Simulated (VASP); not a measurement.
# Cu (Fd-3m) in VASP: further runs

The runs below take Cu through single point, relaxation of cell and atoms, with LDA.

All numbers are computed with VASP 6.6.1; they aren't measurements. Logs are shortened: lines on timing, memory, paths and dates and some standing lists are left out, and cuts for length are marked.

## (1) The cell of the first run

The structure is cubic, space group Fd-3m (No. 227). The conventional cell has a = 5.149 Å, b = 5.149 Å, c = 5.149 Å, α = 90.00°, β = 90.00°, γ = 90.00°. Within 2.9 Å of Cu (site symmetry -43m) lie 4 Cu at 2.23 Å.

## (2) Single point, LDA

INCAR reads:

```
ALGO     = Normal         # electronic algorithm
EDIFF    = 1E-6           # SCF threshold, eV
ENCUT    = 520            # plane-wave cutoff, eV
ISIF     = 2              # what is computed and relaxed
ISMEAR   = -1             # smearing method
LASPH    = T              # aspherical terms in the spheres
LCHARG   = F              # write CHGCAR
LREAL    = F              # projectors in reciprocal space
LWAVE    = F              # write WAVECAR
NBANDS   = 18             # bands
NELM     = 60             # most SCF steps
PREC     = Accurate       # precision mode
SIGMA    = 0.1            # smearing width, eV
```

KPOINTS reads:

```
k-points
0
Gamma
  17 17 17
```

POSCAR reads:

```
Cu
1.0
    0.0000000000      2.5744468145      2.5744468145
    2.5744468145      0.0000000000      2.5744468145
    2.5744468145      2.5744468145      0.0000000000
Cu
2
Direct
    0.1250000000      0.1250000000      0.1250000000
    0.8750000000      0.8750000000      0.8750000000
```

Potentials or basis: VASP PAW LDA potentials, release 64 (Cu).

The run is started by

```bash
$ cat potpaw_LDA.64/Cu/POTCAR > POTCAR
$ mpirun -np 1 vasp_std > vasp.out
```

OUTCAR:

```text
EDIFF = 1E-6
   ENCUT = 520
   ISIF = 2
   ISMEAR = -1
   LASPH = T
   LREAL = F
   NELM = 60
   PREC = Accurate

 ion  position               nearest neighbor table
   1  0.125  0.125  0.125-   2 2.23   2 2.23   2 2.23   2 2.23
   2  0.875  0.875  0.875-   1 2.23   1 2.23   1 2.23   1 2.23

  LATTYP: Found a face centered cubic cell.
 ALAT       =     5.1488936290

  Lattice vectors:

 A1 = (   0.0000000000,   2.5744468145,   2.5744468145)
 A2 = (   2.5744468145,   0.0000000000,   2.5744468145)
 A3 = (   2.5744468145,   2.5744468145,   0.0000000000)

Analysis of symmetry for initial positions (statically):
=====================================================================
 Subroutine PRICEL returns:
 Original cell was already a primitive cell.

 Routine SETGRP: Setting up the symmetry group for a
 face centered cubic supercell.

 Subroutine GETGRP returns: Found 48 space group operations
 (whereof 12 operations were pure point group operations)
 out of a pool of 48 trial point group operations.

The static configuration has the point symmetry D_3d.
 The point group associated with its full space group is O_h .

Analysis of symmetry for dynamics (positions and initial velocities):
=====================================================================
 Subroutine PRICEL returns:
 Original cell was already a primitive cell.

 Routine SETGRP: Setting up the symmetry group for a
 face centered cubic supercell.

 Subroutine GETGRP returns: Found 48 space group operations
 (whereof 12 operations were pure point group operations)
 out of a pool of 48 trial point group operations.

The dynamic configuration has the point symmetry D_3d.
 The point group associated with its full space group is O_h .

 Subroutine INISYM returns: Found 48 space group operations
 (whereof 12 operations are pure point group operations),
 and found     1 'primitive' translations

----------------------------------------------------------------------------------------

                                     Primitive cell

  volume of cell :      34.1257

  direct lattice vectors                    reciprocal lattice vectors
     0.000000000  2.574446814  2.574446814    -0.194216481  0.194216481  0.194216481
     2.574446814  0.000000000  2.574446814     0.194216481 -0.194216481  0.194216481
     2.574446814  2.574446814  0.000000000     0.194216481  0.194216481 -0.194216481

  length of vectors
     3.640817601  3.640817601  3.640817601     0.336392812  0.336392812  0.336392812

  position of ions in fractional coordinates (direct lattice)
     0.125000000  0.125000000  0.125000000
     0.875000000  0.875000000  0.875000000

  ion indices of the primitive-cell ions
   primitive index   ion index
                 1           1
                 2           2

----------------------------------------------------------------------------------------

 KPOINTS: k-points

Automatic generation of k-mesh.
 Grid dimensions read from file:
 generate k-points for:   17   17   17

 Generating k-lattice:

  Cartesian coordinates                     Fractional coordinates (reciprocal lattice)
    -0.011424499  0.011424499  0.011424499     0.058823529  0.000000000  0.000000000
     0.011424499 -0.011424499  0.011424499     0.000000000  0.058823529  0.000000000
     0.011424499  0.011424499 -0.011424499     0.000000000  0.000000000  0.058823529

  Length of vectors
     0.019787812  0.019787812  0.019787812

  Shift w.r.t. Gamma in fractional coordinates (k-lattice)
     0.000000000  0.000000000  0.000000000

 Subroutine IBZKPT returns following result:
 ===========================================

 Found    165 irreducible k-points:

 Following reciprocal coordinates:
            Coordinates               Weight
  0.000000  0.000000  0.000000      1.000000
  0.058824  0.000000  0.000000      8.000000
  0.117647  0.000000  0.000000      8.000000
  0.176471  0.000000  0.000000      8.000000
  0.235294  0.000000  0.000000      8.000000
  0.294118  0.000000  0.000000      8.000000
[... 16 lines left out ...]
 -0.176471  0.058824  0.000000     24.000000
 -0.117647  0.058824  0.000000     24.000000
 [... further k-points ...]
   k-points           NKPTS =    165   k-points in BZ     NKDIM =    165   number of bands    NBANDS=     18
   number of dos      NEDOS =    301   number of ions     NIONS =      2
   total plane-waves  NPLWV =  21952
   dimension x,y,z NGX =    28 NGY =   28 NGZ =   28
   dimension x,y,z NGXF=    56 NGYF=   56 NGZF=   56
   ions per type =               2
   NGX,Y,Z   is equivalent  to a cutoff of  12.79, 12.79, 12.79 a.u.
   NGXF,Y,Z  is equivalent  to a cutoff of  25.57, 25.57, 25.57 a.u.
 SYSTEM =  unknown system
   PREC   = accura    normal or accurate (medium, high low for compatibility)
   ISTART =      0    job   : 0-new  1-cont  2-samecut
   ICHARG =      2    charge: 1-file 2-atom 10-const
   ISPIN  =      1    spin polarized calculation?
   LNONCOLLINEAR =      F non collinear calculations
   LSORBIT =      F    spin-orbit coupling
   LASPH  =      T    aspherical Exc in radial PAW
   ENCUT  =  520.0 eV  38.22 Ry    6.18 a.u.   6.77  6.77  6.77*2*pi/ulx,y,z
   NELM   =     60;   NELMIN=  2; NELMDL= -5     # of ELM steps
   EDIFF  = 0.1E-05   stopping-criterion for ELM
   LREAL  =      F    real-space projection
   EDIFFG = 0.1E-04   stopping-criterion for IOM
   NSW    =      0    number of steps for IOM
   IBRION =     -1    ionic relax: 0-MD 1-quasi-New 2-CG
   NFREE  =      0    steps in history (QN), initial steepest desc. (CG)
   ISIF   =      2    stress and relaxation
   ISYM   =      2    0-nonsym 1-usesym 2-fastsym
   POTIM  = 0.5000    time-step for ionic-motion
   TEBEG  =    0.0;   TEEND  =   0.0 temperature during run
   PSTRESS=    0.0 pullay stress
   NELECT =      22.0000    total number of electrons
   NUPDOWN=      -1.0000    fix difference up-down
   EMIN   =  10.00;   EMAX   =-10.00  energy-range for DOS
   EFERMI =   0.00;   METHOD = LEGACY
   ISMEAR =    -1;   SIGMA  =   0.10  broadening in eV -4-tet -1-fermi 0-gaus
   EFERMI_NEDOS =   21; number of points for ismear=-14 and -15
   IALGO  =     38    algorithm
   IMIX   =      4    mixing-type and parameters
     AMIX     =   0.40;   BMIX     =  1.00
     AMIX_MAG =   1.60;   BMIX_MAG =  1.00
  volume/ion in A,a.u.               =      17.06       115.15
  Fermi-wavevector in a.u.,A,eV,Ry     =   1.414236  2.672518 27.212505  2.000063
  Thomas-Fermi vector in A             =   2.535799
   LORBIT       =      0    0 simple, 1 ext, 2 COOP (PROOUT), +10 PAW based schemes
   GGA     = CA    functional components
   LHFCALC =     F    Hartree Fock is set to
   AEXX    =    0.0000 exact exchange contribution
   IVDW    =     0    specifies the selected vdW correction
   LEPSILON=     F    determine dielectric tensor
   LRPA    =     F    only Hartree local field effects (RPA)
 non-spin polarized calculation
  energy-cutoff  :      520.00
  volume of cell :       34.13
 maximum number of plane-waves:       941
   NGX = 13   NGY = 13   NGZ = 13

 number of electron      21.9999975 magnetization

 Free energy of the ion-electron system (eV)
  ---------------------------------------------------
  ext. energy  EPLUGINS =         0.00000000
  ---------------------------------------------------
  free energy    TOTEN  =        -6.97974091 eV

  energy without entropy =       -6.95439968  energy(sigma->0) =       -6.96707030

 E-fermi :   3.4337     XC(G=0): -10.8096

 val. band max:        3.4161159232   @ k =  -0.4118   0.4118   0.0588
 cond. band min:       3.4388644761   @ k =   0.4706   0.0588   0.0000
 fundamental gap:      0.0227485529
 Fermi energy:         3.4337117295

 k-point     1 :       0.0000    0.0000    0.0000
  band No.  band energies     occupation
      1      -3.4518      2.00000
      2       0.0585      2.00000
      3       0.0585      2.00000
      4       0.0585      2.00000
      5       0.0739      2.00000
      6       0.0739      2.00000
[... 10 lines left out ...]
     17      14.7878      0.00000
     18      17.2682      0.00000

 k-point     2 :       0.0588    0.0000    0.0000
  band No.  band energies     occupation
      1      -3.3925      2.00000
      2      -0.0005      2.00000
      3      -0.0005      2.00000
      4       0.0602      2.00000
      5       0.1437      2.00000
      6       0.1437      2.00000
[... 10 lines left out ...]
     17      15.3785      0.00000
     18      17.4107      0.00000

 k-point     3 :       0.1176    0.0000    0.0000
  band No.  band energies     occupation
      1      -3.2161      2.00000
      2      -0.0498      2.00000
      3      -0.0498      2.00000
      4       0.0661      2.00000
      5       0.2217      2.00000
      6       0.2217      2.00000
[... 10 lines left out ...]
     17      15.8547      0.00000
     18      17.6033      0.00000

 k-point     4 :       0.1765    0.0000    0.0000
  band No.  band energies     occupation
      1      -2.9279      2.00000
      2      -0.0789      2.00000
      3      -0.0789      2.00000
      4       0.0781      2.00000
      5       0.2877      2.00000
      6       0.2877      2.00000
[... 10 lines left out ...]
     17      16.3013      0.00000
     18      17.4955      0.00000

 k-point     5 :       0.2353    0.0000    0.0000
  band No.  band energies     occupation
      1      -2.5388      2.00000
      2      -0.0864      2.00000
      3      -0.0864      2.00000
      4       0.0982      2.00000
      5       0.3274      2.00000
      6       0.3274      2.00000
[... 10 lines left out ...]
     17      16.2833      0.00000
     18      17.1390      0.00000

 k-point     6 :       0.2941    0.0000    0.0000
  band No.  band energies     occupation
      1      -2.0707      2.00000
      2      -0.0726      2.00000
      3      -0.0726      2.00000
      4       0.1244      2.00000
      5       0.3314      2.00000
      6       0.3314      2.00000
[... 307 lines left out ...]
 k-point    21 :      -0.2941    0.0588    0.0000
  band No.  band energies     occupation
      1      -1.8568      2.00000
      2      -0.1200      2.00000
      3      -0.0104      2.00000
      4       0.1234      2.00000
      5       0.2798      2.00000
      6       0.3943      2.00000
[... 10 lines left out ...]
     17      15.9441      0.00000
     18      17.5147      0.00000

 k-point    22 :      -0.2353    0.0588    0.0000
  band No.  band energies     occupation
      1      -2.3405      2.00000
      2      -0.1397      2.00000
      3      -0.0286      2.00000
      4       0.1008      2.00000
      5       0.2915      2.00000
      6       0.3952      2.00000
[... 10 lines left out ...]
     17      16.1885      0.00000
     18      17.6597      0.00000

 k-point    23 :      -0.1765    0.0588    0.0000
  band No.  band energies     occupation
      1      -2.7576      2.00000
      2      -0.1374      2.00000
      3      -0.0322      2.00000
      4       0.0828      2.00000
      5       0.2700      2.00000
      6       0.3591      2.00000
[... 10 lines left out ...]
     17      16.6013      0.00000
     18      17.3226      0.00000

 k-point    24 :      -0.1176    0.0588    0.0000
  band No.  band energies     occupation
      1      -3.0802      2.00000
      2      -0.1123      2.00000
      3      -0.0196      2.00000
      4       0.0719      2.00000
      5       0.2202      2.00000
      6       0.2952      2.00000
[... 10 lines left out ...]
     17      16.5378      0.00000
     18      17.2007      0.00000

 [... further k-points ...]
[... 5 lines left out ...]
  --------------------------------------------------------------------------------------
  -------------------------------------------------------------------------------------
  Total        0.0597404      0.0597404      0.0597404      0.0000000     -0.0000000     -0.0000000
  in kB        2.8047684      2.8047684      2.8047684      0.0000000     -0.0000000     -0.0000000
  external PRESSURE =       2.8047684 kB  Pullay stress =       0.0000000 kB

 VOLUME and BASIS-vectors are now :
 -----------------------------------------------------------------------------
  energy-cutoff  :      520.00
  volume of cell :       34.13
      direct lattice vectors                 reciprocal lattice vectors
     0.000000000  2.574446814  2.574446814    -0.194216481  0.194216481  0.194216481
     2.574446814  0.000000000  2.574446814     0.194216481 -0.194216481  0.194216481
     2.574446814  2.574446814  0.000000000     0.194216481  0.194216481 -0.194216481

 POSITION                                       TOTAL-FORCE (eV/Angst)
 -----------------------------------------------------------------------------------
      0.64361      0.64361      0.64361        -0.000000     -0.000000     -0.000000
      4.50528      4.50528      4.50528         0.000000      0.000000      0.000000
 -----------------------------------------------------------------------------------
    total drift:                                0.000000      0.000000     -0.000000

  FREE ENERGIE OF THE ION-ELECTRON SYSTEM (eV)
  ---------------------------------------------------
  free  energy   TOTEN  =        -6.9797409082 eV

  energy  without entropy=       -6.9543996837  energy(sigma->0) =       -6.96707030
```

Run time: 63 s. Hardware: 1 thread of Intel Xeon Platinum 8488C (Sapphire Rapids), shared host; peak memory 0.2 GiB.

Results:

```yaml
Free_energy: -6.9797 eV
Pressure: 0.3 GPa
Band_gap_on_the_k_mesh: zero (band 11 reaches 3.94 eV, above the bottom of band 12 at 3.09 eV)
```

(Part 1 of 2 ends here.)
